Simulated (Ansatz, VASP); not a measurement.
**One calculation of AgCl, two programs**

```
Ag Cl
1.0
     3.39559    0.00000    0.00000
     0.00000    3.39559    0.00000
     0.00000    0.00000    3.39559
Ag Cl
1 1
Direct
  0.00000 0.00000 0.00000
  0.50000 0.50000 0.50000
```

Alike in both runs: task single point; functional PBE; k mesh 6 × 6 × 6; no spin polarisation.

|  | VASP | Ansatz |
| --- | --- | --- |
| version | VASP 6.6.1 | Ansatz 0.2.0 |
| potentials or method | VASP PAW PBE potentials, release 64 (Ag, Cl) | plane waves, PAW |
| plane-wave cutoff (eV) | 520 | 420 |
| occupations | gaussian, width 0.01 eV | fixed |
| valence electrons in the cell | 18 | 26 |

VASP gave:

```
gap on the k mesh at the Fermi level (eV) : 0.58
pressure (GPa)                            : 1.5
```

Task: Which values does Ansatz return?

Result: gap on the k mesh at the Fermi level (eV): 0.58; pressure (GPa): 1.6.

VASP's potentials hold 18 valence electrons a cell and Ansatz's 26, so a difference there can come from the potentials and not from the codes.
